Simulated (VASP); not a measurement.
# TiAl: single point with LDA

The system is TiAl.

```
Ti Al
1.0
     3.17906    0.03576    0.00000
     0.03576    3.17906    0.00000
     0.00000    0.00000    3.17906
Ti Al
1 1
Direct
  0.00000 0.00000 0.00000
  0.50000 0.50000 0.50000
```

This cell differs from its parent crystal: strain +0.0225 x Voigt [0, 0, 0, 0, 0, 1].

```
Program             : VASP 6.6.1
Task                : single point
Functional          : LDA
Potentials or basis : VASP PAW LDA potentials, release 64 (Ti_sv, Al)
Cutoff              : 520 eV
k mesh              : 16 × 16 × 16
Occupations         : gaussian, width 0.15 eV
Spin                : no spin polarisation
```

```json
{
 "Pressure": "-5.6 GPa",
 "Band gap on the k mesh": "zero (an odd number of electrons rules out a gap without spin polarisation)"
}
```

Stress tensor (GPa, compression positive):
```
-5.66 -1.41  0.00
-1.41 -5.66  0.00
 0.00  0.00 -5.58
```

Levels at points of the mesh, in eV from the Fermi level:
| k point | band 5 | band 6 | band 7 | band 8 | band 9 | band 10 |
| --- | --- | --- | --- | --- | --- | --- |
| (0.00, 0.00, 0.00) | -9.19 | -1.41 | -1.41 | 1.71 | 1.75 | 1.80 |
| (0.50, 0.00, 0.00) | -5.96 | -5.11 | -0.54 | 0.11 | 0.12 | 1.96 |
| (0.50, 0.50, 0.00) | -5.00 | -2.14 | -1.87 | -1.43 | 0.66 | 0.68 |
| (0.00, 0.00, 0.50) | -5.96 | -5.11 | -0.53 | 0.03 | 0.19 | 1.95 |
| (0.50, 0.00, 0.50) | -5.00 | -2.01 | -2.01 | -1.43 | 0.67 | 0.67 |
| (0.50, 0.50, 0.50) | -3.11 | -3.07 | -3.03 | 0.56 | 2.80 | 2.81 |

It took 7 min on 1 thread of Intel Xeon 8259CL, with other jobs on the host, peak memory 0.39 GiB.

Caveat: the cell differs from its parent crystal (strain +0.0225 x Voigt [0, 0, 0, 0, 0, 1]); the cell stands under tension.
